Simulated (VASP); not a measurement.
Crystal: BiTe.

```xyz
2
Lattice="0.0000 3.2350 3.2350 3.2350 0.0000 3.2350 3.2350 3.2350 0.0000" Properties=species:S:1:pos:R:3 pbc="T T T"
Bi    0.0000    0.0000    0.0000
Te    3.2350    3.2350    3.2350
```

Program: VASP 6.6.1. Alike in all runs: task single point; cell as given; cutoff (eV) 520.

**Question.** Order these runs on this cell by their pressure, lowest first.
A. level LDA; potentials or basis VASP PAW LDA potentials, release 64 (Bi_d, Te); spin off; k mesh 6 × 6 × 6; smearing methfessel-paxton 0.05 eV
B. level PBE exchange alone; potentials or basis VASP PAW PBE potentials, release 64 (Bi_d, Te); spin collinear, ferromagnetic start; k mesh 7 × 7 × 7; smearing methfessel-paxton 0.1 eV
C. level r2SCAN+rVV10; potentials or basis VASP PAW PBE potentials, release 64 (Bi_d, Te); spin off; k mesh 7 × 7 × 7; smearing fermi-dirac 0.01 eV
D. level BLYP; potentials or basis VASP PAW PBE potentials, release 64 (Bi_d, Te); spin off; k mesh 7 × 7 × 7; smearing fermi-dirac 0.02 eV
E. level PBE; potentials or basis VASP PAW PBE potentials, release 64 (Bi_d, Te); spin off; k mesh 7 × 7 × 7; smearing gaussian 0.03 eV

**Answer.** A (-2.5 GPa), C (-0.7 GPa), E (0.9 GPa), D (4.6 GPa), B (9.5 GPa).

Caveats: the PAW data sets were made with another functional, which shifts forces and pressure a little (some runs).
